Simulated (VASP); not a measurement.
# GaSb (I-4m2) in VASP: a series of runs

GaSb is run at these levels: PBEsol; tasks: single point.

Everything below comes from runs of VASP 6.6.1. Logs are shortened: lines on timing, memory, paths and dates and some standing lists are left out, and cuts for length are marked.

**1. The cell of the first run**

Symmetry: I-4m2, No. 119, tetragonal system. The conventional cell has a = 4.326 Å, b = 4.326 Å, c = 5.934 Å, α = 90.00°, β = 90.00°, γ = 90.00°. Ga (site symmetry -4m2) has 4 Sb at 2.62 Å within 3.5 Å. Sb (site symmetry -4m2) has 4 Ga at 2.62 Å within 3.5 Å.

**2. Single point, PBEsol (strain -0.0300 x Voigt [0, 1, 0, 0, 0, 0])**

The input, INCAR:

```
ALGO = Normal
EDIFF = 1E-7
ENCUT = 520
GGA = PS
ISIF = 2
ISMEAR = 0
LASPH = True
LCHARG = False
LREAL = False
LWAVE = False
NBANDS = 16
NELM = 100
PREC = Accurate
SIGMA = 0.15
```

The input, KPOINTS:

```
k-points
0
Gamma
  14 14 14
```

The input, POSCAR:

```
GaSb
1.0
    0.0000000000      2.9672300000      3.0590000000
    3.0590000000      0.0000000000      3.0590000000
    3.0590000000      2.9672300000      0.0000000000
Ga Sb
1 1
Direct
    0.0000000000      0.0000000000      0.0000000000
    0.7500000000      0.7500000000      0.7500000000
```

Potentials or basis: VASP PAW PBE potentials, release 64 (Ga_d, Sb).

Run with:

```bash
$ cat potpaw_PBE.64/Ga_d/POTCAR potpaw_PBE.64/Sb/POTCAR > POTCAR
$ mpirun -np 1 vasp_std > vasp.out
```

OUTCAR:

```text
EDIFF = 1E-7
   ENCUT = 520
   GGA = PS
   ISIF = 2
   ISMEAR = 0
   LASPH = True
   LREAL = False
   NELM = 100
   PREC = Accurate

 ion  position               nearest neighbor table
   1  0.000  0.000  0.000-   2 2.62   2 2.62   2 2.62   2 2.62
   2  0.750  0.750  0.750-   1 2.62   1 2.62   1 2.62   1 2.62

  LATTYP: Found a body centered tetragonal cell.
 ALAT       =     4.3260792873
 C/A-ratio  =     1.3717871555

  Lattice vectors:

 A1 = (   0.0000000000,  -2.9672300000,   3.0590000000)
 A2 = (   0.0000000000,  -2.9672300000,  -3.0590000000)
 A3 = (   3.0590000000,   2.9672300000,   0.0000000000)

Analysis of symmetry for initial positions (statically):
=====================================================================
 Subroutine PRICEL returns:
 Original cell was already a primitive cell.

 Routine SETGRP: Setting up the symmetry group for a
 body centered tetragonal supercell.

 Subroutine GETGRP returns: Found  8 space group operations
 (whereof  8 operations were pure point group operations)
 out of a pool of 16 trial point group operations.

The static configuration has the point symmetry D_2d.

Analysis of symmetry for dynamics (positions and initial velocities):
=====================================================================
 Subroutine PRICEL returns:
 Original cell was already a primitive cell.

 Routine SETGRP: Setting up the symmetry group for a
 body centered tetragonal supercell.

 Subroutine GETGRP returns: Found  8 space group operations
 (whereof  8 operations were pure point group operations)
 out of a pool of 16 trial point group operations.

The dynamic configuration has the point symmetry D_2d.

 Subroutine INISYM returns: Found  8 space group operations
 (whereof  8 operations are pure point group operations),
 and found     1 'primitive' translations

----------------------------------------------------------------------------------------

                                     Primitive cell

  volume of cell :      55.5316

  direct lattice vectors                    reciprocal lattice vectors
     0.000000000  2.967230000  3.059000000    -0.163452109  0.168507328  0.163452109
     3.059000000  0.000000000  3.059000000     0.163452109 -0.168507328  0.163452109
     3.059000000  2.967230000  0.000000000     0.163452109  0.168507328 -0.163452109
[... 75 lines left out ...]
   PREC   = accura    normal or accurate (medium, high low for compatibility)
   ISTART =      0    job   : 0-new  1-cont  2-samecut
   ICHARG =      2    charge: 1-file 2-atom 10-const
   ISPIN  =      1    spin polarized calculation?
   LNONCOLLINEAR =      F non collinear calculations
   LSORBIT =      F    spin-orbit coupling
   LASPH  =      T    aspherical Exc in radial PAW
   ENCUT  =  520.0 eV  38.22 Ry    6.18 a.u.   7.92  8.04  7.92*2*pi/ulx,y,z
   NELM   =    100;   NELMIN=  2; NELMDL= -5     # of ELM steps
   EDIFF  = 0.1E-06   stopping-criterion for ELM
   LREAL  =      F    real-space projection
   EDIFFG = 0.1E-05   stopping-criterion for IOM
   NSW    =      0    number of steps for IOM
   IBRION =     -1    ionic relax: 0-MD 1-quasi-New 2-CG
   NFREE  =      0    steps in history (QN), initial steepest desc. (CG)
   ISIF   =      2    stress and relaxation
   ISYM   =      2    0-nonsym 1-usesym 2-fastsym
   POTIM  = 0.5000    time-step for ionic-motion
   TEBEG  =    0.0;   TEEND  =   0.0 temperature during run
   PSTRESS=    0.0 pullay stress
   NELECT =      18.0000    total number of electrons
   NUPDOWN=      -1.0000    fix difference up-down
   EMIN   =  10.00;   EMAX   =-10.00  energy-range for DOS
   EFERMI =   0.00;   METHOD = LEGACY
   ISMEAR =     0;   SIGMA  =   0.15  broadening in eV -4-tet -1-fermi 0-gaus
   EFERMI_NEDOS =   21; number of points for ismear=-14 and -15
   IALGO  =     38    algorithm
   IMIX   =      4    mixing-type and parameters
     AMIX     =   0.40;   BMIX     =  1.00
     AMIX_MAG =   1.60;   BMIX_MAG =  1.00
  volume/ion in A,a.u.               =      27.77       187.37
  Fermi-wavevector in a.u.,A,eV,Ry     =   1.124568  2.125125 17.206643  1.264653
  Thomas-Fermi vector in A             =   2.261240
   LORBIT       =      0    0 simple, 1 ext, 2 COOP (PROOUT), +10 PAW based schemes
   GGA     = PS    functional components
   LHFCALC =     F    Hartree Fock is set to
   AEXX    =    0.0000 exact exchange contribution
   IVDW    =     0    specifies the selected vdW correction
   LEPSILON=     F    determine dielectric tensor
   LRPA    =     F    only Hartree local field effects (RPA)
 non-spin polarized calculation
 Gauss-broadening in eV      SIGMA  =   0.15
  energy-cutoff  :      520.00
  volume of cell :       55.53
 maximum number of plane-waves:      1519
   NGX = 15   NGY = 17   NGZ = 15

 number of electron      17.9999991 magnetization

 Free energy of the ion-electron system (eV)
  ---------------------------------------------------
  ext. energy  EPLUGINS =         0.00000000
  ---------------------------------------------------
  free energy    TOTEN  =        -8.14311919 eV

  energy without entropy =       -8.14297647  energy(sigma->0) =       -8.14304783

 E-fermi :   5.2264     XC(G=0):  -9.4011

 val. band max:        5.1608784121   @ k =   0.0000   0.0000   0.0000
 cond. band min:       5.2488690474   @ k =   0.0000   0.0000   0.0000
 fundamental gap:      0.0879906353
 Fermi energy:         5.2264158713

 k-point     1 :       0.0000    0.0000    0.0000
  band No.  band energies     occupation
      1     -10.0146      2.00000
      2     -10.0146      2.00000
      3     -10.0108      2.00000
      4      -9.9598      2.00000
      5      -9.9567      2.00000
      6      -6.6728      2.00000
[... 433 lines left out ...]
      3     -10.0015      2.00000
      4      -9.9615      2.00000
      5      -9.9572      2.00000
      6      -5.9080      2.00000
[... 8 lines left out ...]
     15      13.3347      0.00000
     16      13.9076      0.00000

 [... further k-points ...]
[... 5 lines left out ...]
  --------------------------------------------------------------------------------------
  -------------------------------------------------------------------------------------
  Total        0.4033125      0.8434581      0.4033125      0.0000000     -0.0000000      0.0000000
  in kB       11.6362251     24.3351444     11.6362251      0.0000000     -0.0000000      0.0000000
  external PRESSURE =      15.8691982 kB  Pullay stress =       0.0000000 kB

 VOLUME and BASIS-vectors are now :
 -----------------------------------------------------------------------------
  energy-cutoff  :      520.00
  volume of cell :       55.53
      direct lattice vectors                 reciprocal lattice vectors
     0.000000000  2.967230000  3.059000000    -0.163452109  0.168507328  0.163452109
     3.059000000  0.000000000  3.059000000     0.163452109 -0.168507328  0.163452109
     3.059000000  2.967230000  0.000000000     0.163452109  0.168507328 -0.163452109

 POSITION                                       TOTAL-FORCE (eV/Angst)
 -----------------------------------------------------------------------------------
      0.00000      0.00000      0.00000         0.000000     -0.000000      0.000000
      4.58850      4.45084      4.58850        -0.000000      0.000000     -0.000000
 -----------------------------------------------------------------------------------
    total drift:                               -0.000001      0.000001     -0.000001

  FREE ENERGIE OF THE ION-ELECTRON SYSTEM (eV)
  ---------------------------------------------------
  free  energy   TOTEN  =        -8.1431191902 eV

  energy  without entropy=       -8.1429764677  energy(sigma->0) =       -8.14304783
```

stdout:

```text
POSCAR found type information on POSCAR GaSb
 POSCAR found :  2 types and       2 ions
 scaLAPACK will be used
 -----------------------------------------------------------------------------
|                                                                             |
|                                                                             |
|     You enforced a specific xc type in the INCAR file but a different       |
|     I HOPE YOU KNOW WHAT YOU ARE DOING!                                     |
|                                                                             |
 -----------------------------------------------------------------------------

 LDA part: xc-table for (Slater+PW92), standard interpolation
 POSCAR, INCAR and KPOINTS ok, starting setup
 FFT: planning ... GRIDC
 FFT: planning ... GRID_SOFT
 FFT: planning ... GRID
 WAVECAR not read
 entering main loop
```

Run time: 3.8 min. Hardware: 1 thread of AMD EPYC 7R43 (Zen 3), shared host; peak memory 0.31 GiB.

What came out:

```yaml
Free_energy: -8.1431 eV
Pressure: 1.6 GPa
Band_gap_on_the_k_mesh: 0.09 eV
```

Stress tensor (GPa, compression positive):
```
1.16 0.00 0.00
0.00 2.43 0.00
0.00 0.00 1.16
```

Caveat: the cell differs from its parent crystal (strain -0.0300 x Voigt [0, 1, 0, 0, 0, 0]); the PAW data sets were made with another functional, which shifts forces and pressure a little; spin-orbit coupling is left out, which moves the levels of the heavy elements. A k mesh can miss the band edges.

[end of part 1 of 2]
